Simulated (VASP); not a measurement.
# AlNi3 (Fm-3m) in VASP: notebook, part 2 of 2

VASP 6.6.1.

## 3. Single point, PBEsol

The input, INCAR:

```
  PREC = Accurate
  ENCUT = 520
  EDIFF = 1E-6
  ISMEAR = 1
  SIGMA = 0.1
  LREAL = F
  LASPH = T
  NELM = 100
  ALGO = Fast
  ISIF = 2
  LWAVE = F
  LCHARG = F
  GGA = PS
  NBANDS = 24
```

The input, KPOINTS:

```
Automatic mesh
0
Gamma
  14 14 14
```

The input, POSCAR:

```
AlNi3
1.0
    0.0000000000      2.8018887551      2.8018887551
    2.8018887551      0.0000000000      2.8018887551
    2.8018887551      2.8018887551      0.0000000000
Al Ni
1 3
Direct
    0.5000000000      0.5000000000      0.5000000000
    0.2500000000      0.2500000000      0.2500000000
    0.0000000000      0.0000000000      0.0000000000
    0.7500000000      0.7500000000      0.7500000000
```

Potentials or basis: VASP PAW PBE potentials, release 64 (Al, Ni).

On the command line:

```bash
> cat potpaw_PBE.64/Al/POTCAR potpaw_PBE.64/Ni/POTCAR > POTCAR
> mpirun -np 1 vasp_std > vasp.out
```

OUTCAR:

```text
PREC = Accurate
   ENCUT = 520
   EDIFF = 1E-6
   ISMEAR = 1
   LREAL = F
   LASPH = T
   NELM = 100
   ISIF = 2
   GGA = PS

 ion  position               nearest neighbor table
   1  0.500  0.500  0.500-   2 2.43   4 2.43   2 2.43   2 2.43   4 2.43   2 2.43   4 2.43   4 2.43
                             3 2.80   3 2.80   3 2.80   3 2.80   3 2.80   3 2.80
   2  0.250  0.250  0.250-   3 2.43   1 2.43   3 2.43   1 2.43   3 2.43   3 2.43   1 2.43   1 2.43
                             4 2.80   4 2.80   4 2.80   4 2.80   4 2.80   4 2.80
   3  0.000  0.000  0.000-   4 2.43   2 2.43   4 2.43   2 2.43   4 2.43   4 2.43   2 2.43   2 2.43
                             1 2.80   1 2.80   1 2.80   1 2.80   1 2.80   1 2.80
   4  0.750  0.750  0.750-   1 2.43   3 2.43   1 2.43   1 2.43   3 2.43   1 2.43   3 2.43   3 2.43
                             2 2.80   2 2.80   2 2.80   2 2.80   2 2.80   2 2.80

  LATTYP: Found a face centered cubic cell.
 ALAT       =     5.6037775102

  Lattice vectors:

 A1 = (   0.0000000000,   2.8018887551,   2.8018887551)
 A2 = (   2.8018887551,   0.0000000000,   2.8018887551)
 A3 = (   2.8018887551,   2.8018887551,   0.0000000000)

Analysis of symmetry for initial positions (statically):
=====================================================================
 Subroutine PRICEL returns:
 Original cell was already a primitive cell.

 Routine SETGRP: Setting up the symmetry group for a
 face centered cubic supercell.

 Subroutine GETGRP returns: Found 48 space group operations
 (whereof 48 operations were pure point group operations)
 out of a pool of 48 trial point group operations.

The static configuration has the point symmetry O_h .

Analysis of symmetry for dynamics (positions and initial velocities):
=====================================================================
 Subroutine PRICEL returns:
 Original cell was already a primitive cell.

 Routine SETGRP: Setting up the symmetry group for a
 face centered cubic supercell.

 Subroutine GETGRP returns: Found 48 space group operations
 (whereof 48 operations were pure point group operations)
 out of a pool of 48 trial point group operations.

The dynamic configuration has the point symmetry O_h .

 Subroutine INISYM returns: Found 48 space group operations
 (whereof 48 operations are pure point group operations),
 and found     1 'primitive' translations

----------------------------------------------------------------------------------------

                                     Primitive cell

  volume of cell :      43.9929

  direct lattice vectors                    reciprocal lattice vectors
     0.000000000  2.801888755  2.801888755    -0.178451053  0.178451053  0.178451053
     2.801888755  0.000000000  2.801888755     0.178451053 -0.178451053  0.178451053
     2.801888755  2.801888755  0.000000000     0.178451053  0.178451053 -0.178451053

  length of vectors
     3.962469078  3.962469078  3.962469078     0.309086291  0.309086291  0.309086291

  position of ions in fractional coordinates (direct lattice)
     0.500000000  0.500000000  0.500000000
     0.250000000  0.250000000  0.250000000
     0.000000000  0.000000000  0.000000000
     0.750000000  0.750000000  0.750000000

  ion indices of the primitive-cell ions
   primitive index   ion index
                 1           1
                 2           2
[... 31 lines left out ...]
  0.000000  0.000000  0.000000      1.000000
  0.071429  0.000000  0.000000      8.000000
  0.142857  0.000000  0.000000      8.000000
  0.214286  0.000000  0.000000      8.000000
  0.285714  0.000000  0.000000      8.000000
  0.357143  0.000000  0.000000      8.000000
[... 16 lines left out ...]
  0.214286  0.142857  0.000000     24.000000
  0.285714  0.142857  0.000000     24.000000
 [... further k-points ...]
   k-points           NKPTS =    104   k-points in BZ     NKDIM =    104   number of bands    NBANDS=     24
   number of dos      NEDOS =    301   number of ions     NIONS =      4
   total plane-waves  NPLWV =  27000
   dimension x,y,z NGX =    30 NGY =   30 NGZ =   30
   dimension x,y,z NGXF=    60 NGYF=   60 NGZF=   60
   ions per type =               1   3
   NGX,Y,Z   is equivalent  to a cutoff of  12.59, 12.59, 12.59 a.u.
   NGXF,Y,Z  is equivalent  to a cutoff of  25.17, 25.17, 25.17 a.u.
 SYSTEM =  unknown system
   PREC   = accura    normal or accurate (medium, high low for compatibility)
   ISTART =      0    job   : 0-new  1-cont  2-samecut
   ICHARG =      2    charge: 1-file 2-atom 10-const
   ISPIN  =      1    spin polarized calculation?
   LNONCOLLINEAR =      F non collinear calculations
   LSORBIT =      F    spin-orbit coupling
   LASPH  =      T    aspherical Exc in radial PAW
   ENCUT  =  520.0 eV  38.22 Ry    6.18 a.u.   7.37  7.37  7.37*2*pi/ulx,y,z
   NELM   =    100;   NELMIN=  2; NELMDL= -5     # of ELM steps
   EDIFF  = 0.1E-05   stopping-criterion for ELM
   LREAL  =      F    real-space projection
   EDIFFG = 0.1E-04   stopping-criterion for IOM
   NSW    =      0    number of steps for IOM
   IBRION =     -1    ionic relax: 0-MD 1-quasi-New 2-CG
   NFREE  =      0    steps in history (QN), initial steepest desc. (CG)
   ISIF   =      2    stress and relaxation
   ISYM   =      2    0-nonsym 1-usesym 2-fastsym
   POTIM  = 0.5000    time-step for ionic-motion
   TEBEG  =    0.0;   TEEND  =   0.0 temperature during run
   PSTRESS=    0.0 pullay stress
   NELECT =      33.0000    total number of electrons
   NUPDOWN=      -1.0000    fix difference up-down
   EMIN   =  10.00;   EMAX   =-10.00  energy-range for DOS
   EFERMI =   0.00;   METHOD = LEGACY
   ISMEAR =     1;   SIGMA  =   0.10  broadening in eV -4-tet -1-fermi 0-gaus
   EFERMI_NEDOS =   21; number of points for ismear=-14 and -15
   IALGO  =     68    algorithm
   IMIX   =      4    mixing-type and parameters
     AMIX     =   0.40;   BMIX     =  1.00
     AMIX_MAG =   1.60;   BMIX_MAG =  1.00
  volume/ion in A,a.u.               =      11.00        74.22
  Fermi-wavevector in a.u.,A,eV,Ry     =   1.487483  2.810935 30.104316  2.212605
  Thomas-Fermi vector in A             =   2.600638
   LORBIT       =      0    0 simple, 1 ext, 2 COOP (PROOUT), +10 PAW based schemes
   GGA     = PS    functional components
   LHFCALC =     F    Hartree Fock is set to
   AEXX    =    0.0000 exact exchange contribution
   IVDW    =     0    specifies the selected vdW correction
   LEPSILON=     F    determine dielectric tensor
   LRPA    =     F    only Hartree local field effects (RPA)
 non-spin polarized calculation
 RMM-DIIS sequential band-by-band and
 Methfessel and Paxton  Order N= 1 SIGMA  =   0.10
  energy-cutoff  :      520.00
  volume of cell :       43.99
 maximum number of plane-waves:      1243
 NGX is ok and might be reduce to    30
   NGX = 15   NGY = 15   NGZ = 15

 number of electron      33.0000016 magnetization

 Free energy of the ion-electron system (eV)
  ---------------------------------------------------
  ext. energy  EPLUGINS =         0.00000000
  ---------------------------------------------------
  free energy    TOTEN  =       -24.06992781 eV

  energy without entropy =      -24.07108974  energy(sigma->0) =      -24.07031512

 E-fermi :   9.8056     XC(G=0): -12.9630

 val. band max:        9.7982548653   @ k =  -0.2857   0.5000   0.2143
 cond. band min:       9.8189775883   @ k =  -0.4286   0.4286   0.0714
 fundamental gap:      0.0207227230
 Fermi energy:         9.8056391822

 k-point     1 :       0.0000    0.0000    0.0000
  band No.  band energies     occupation
      1      -0.4039      2.00000
      2       6.1948      2.00000
      3       6.1948      2.00000
      4       6.3191      2.00000
      5       6.3191      2.00000
      6       6.3191      2.00000
[... 637 lines left out ...]
     23      17.5362      0.00000
     24      19.5361      0.00000

 [... further k-points ...]

------------------------ aborting loop because EDIFF is reached ----------------------------------------

  FORCE on cell =-STRESS in cart. coord.  units (eV):
  Direction    XX          YY          ZZ          XY          YZ          ZX
  --------------------------------------------------------------------------------------
  -------------------------------------------------------------------------------------
  Total       -0.1852093     -0.1852093     -0.1852093      0.0000000      0.0000000     -0.0000000
  in kB       -6.7451365     -6.7451365     -6.7451365      0.0000000      0.0000000     -0.0000000
  external PRESSURE =      -6.7451365 kB  Pullay stress =       0.0000000 kB

 VOLUME and BASIS-vectors are now :
 -----------------------------------------------------------------------------
  energy-cutoff  :      520.00
  volume of cell :       43.99
      direct lattice vectors                 reciprocal lattice vectors
     0.000000000  2.801888755  2.801888755    -0.178451053  0.178451053  0.178451053
     2.801888755  0.000000000  2.801888755     0.178451053 -0.178451053  0.178451053
     2.801888755  2.801888755  0.000000000     0.178451053  0.178451053 -0.178451053

 POSITION                                       TOTAL-FORCE (eV/Angst)
 -----------------------------------------------------------------------------------
      2.80189      2.80189      2.80189         0.000000     -0.000000      0.000000
      1.40094      1.40094      1.40094        -0.000000     -0.000000     -0.000000
      0.00000      0.00000      0.00000         0.000000     -0.000000      0.000000
      4.20283      4.20283      4.20283         0.000000      0.000000      0.000000
 -----------------------------------------------------------------------------------
    total drift:                                0.000000     -0.000000      0.000000

  FREE ENERGIE OF THE ION-ELECTRON SYSTEM (eV)
  ---------------------------------------------------
  free  energy   TOTEN  =       -24.0699278051 eV

  energy  without entropy=      -24.0710897398  energy(sigma->0) =      -24.07031512
```

OSZICAR:

```text
N       E                     dE             d eps       ncg     rms          rms(c)
DAV:   1     0.186100164231E+03    0.18610E+03   -0.14258E+04  5032   0.176E+03
DAV:   2    -0.189542445524E+02   -0.20505E+03   -0.19313E+03  5008   0.322E+02
DAV:   3    -0.279468253473E+02   -0.89926E+01   -0.85590E+01  6136   0.924E+01
DAV:   4    -0.280826488635E+02   -0.13582E+00   -0.13574E+00  6080   0.989E+00
DAV:   5    -0.280868157592E+02   -0.41669E-02   -0.41668E-02  6456   0.159E+00    0.194E+01
RMM:   6    -0.277460643440E+02    0.34075E+00   -0.40709E+01  5443   0.749E+01    0.180E+01
RMM:   7    -0.242212278264E+02    0.35248E+01   -0.11214E+01  5074   0.418E+01    0.524E+00
RMM:   8    -0.244641623677E+02   -0.24293E+00   -0.67826E-01  5368   0.900E+00    0.708E+00
RMM:   9    -0.240874985519E+02    0.37666E+00   -0.26162E-01  5368   0.596E+00    0.926E-01
RMM:  10    -0.240718294788E+02    0.15669E-01   -0.37647E-02  5294   0.158E+00    0.541E-01
RMM:  11    -0.240698057820E+02    0.20237E-02   -0.94908E-03  5958   0.999E-01    0.191E-01
RMM:  12    -0.240701023980E+02   -0.29662E-03   -0.25131E-03  5868   0.497E-01    0.187E-01
RMM:  13    -0.240699044474E+02    0.19795E-03   -0.95510E-04  5959   0.298E-01    0.419E-02
RMM:  14    -0.240699239285E+02   -0.19481E-04   -0.29847E-04  6633   0.113E-01    0.172E-02
RMM:  15    -0.240699283056E+02   -0.43771E-05   -0.54749E-05  6820   0.463E-02    0.145E-02
RMM:  16    -0.240699278051E+02    0.50046E-06   -0.58595E-06  4795   0.201E-02
   1 F= -.24069928E+02 E0= -.24070315E+02  d E =0.116193E-02
```

It took 61 s on 1 thread of AMD EPYC 9R45 (Zen 5), shared host; peak memory 0.2 GiB.

Results:

```
Free energy            : -24.0699 eV
Pressure               : -0.7 GPa
Band gap on the k mesh : zero (an odd number of electrons rules out a gap without spin polarisation)
```

Caveat: the PAW data sets were made with another functional, which shifts forces and pressure a little.

## 4. Single point, PBEsol

The input, INCAR:

```
SYSTEM = AlNi3
ALGO = Fast ; EDIFF = 1E-7
ENCUT = 520 ; GGA = PS
ISIF = 2 ; ISMEAR = -5
LASPH = .True. ; LCHARG = .False.
LREAL = .False. ; LWAVE = .False.
NBANDS = 24 ; NELM = 60
PREC = Accurate ; SIGMA = 0.1
```

The input, KPOINTS:

```
k-points
0
Gamma
  14 14 14
  0 0 0
```

POSCAR is that of step 3.

On the command line:

```bash
> cat potpaw_PBE.64/Al/POTCAR potpaw_PBE.64/Ni/POTCAR > POTCAR
> mpirun -np 1 vasp_std > vasp.out
```

Wall time 85 s (1 thread of AMD EPYC 9R45 (Zen 5), shared host); peak memory 0.2 GiB.

It converged, with:

| Item | Value |
| --- | --- |
| Free energy | -24.0710 eV |
| Pressure | -0.7 GPa |
| Band gap on the k mesh | zero (an odd number of electrons rules out a gap without spin polarisation) |

Levels at points of the mesh, in eV from the Fermi level:
| k point | band 13 | band 14 | band 15 | band 16 | band 17 | band 18 | band 19 | band 20 |
| --- | --- | --- | --- | --- | --- | --- | --- | --- |
| (0.00, 0.00, 0.00) | -0.58 | -0.58 | -0.53 | -0.53 | 5.43 | 5.43 | 5.43 | 5.91 |
| (0.50, 0.00, 0.00) | -0.66 | -0.66 | -0.49 | -0.49 | -0.16 | 4.31 | 4.31 | 4.79 |
| (0.50, 0.50, 0.00) | -1.08 | -0.77 | -0.62 | -0.38 | -0.37 | -0.37 | -0.06 | 4.24 |

Caveat: the PAW data sets were made with another functional, which shifts forces and pressure a little; tetrahedron occupations give inexact forces and stress in metals.

## 5. Summary

```csv
smearing,further INCAR settings,gap on the mesh (eV),pressure (GPa)
methfessel-paxton 0.02 eV,ALGO = Fast; EDIFF = 1e-06; NBANDS = 24,none,-0.7
methfessel-paxton 0.1 eV,ALGO = Fast; EDIFF = 1e-06; NBANDS = 24,none,-0.7
tetrahedron,ALGO = Fast; EDIFF = 1e-07; NBANDS = 24,none,-0.7
```

Alike in all rows: task single point; level PBEsol; potentials or basis VASP PAW PBE potentials, release 64 (Al, Ni); no spin polarisation; cell as given; k mesh 14 × 14 × 14; cutoff (eV) 520.

Caveats: the PAW data sets were made with another functional, which shifts forces and pressure a little; tetrahedron occupations give inexact forces and stress in metals (at least some runs).

Absolute energies hang on the potentials; compare differences alone.

The gap in the log of VASP goes by the Fermi energy; the results here count the filled bands.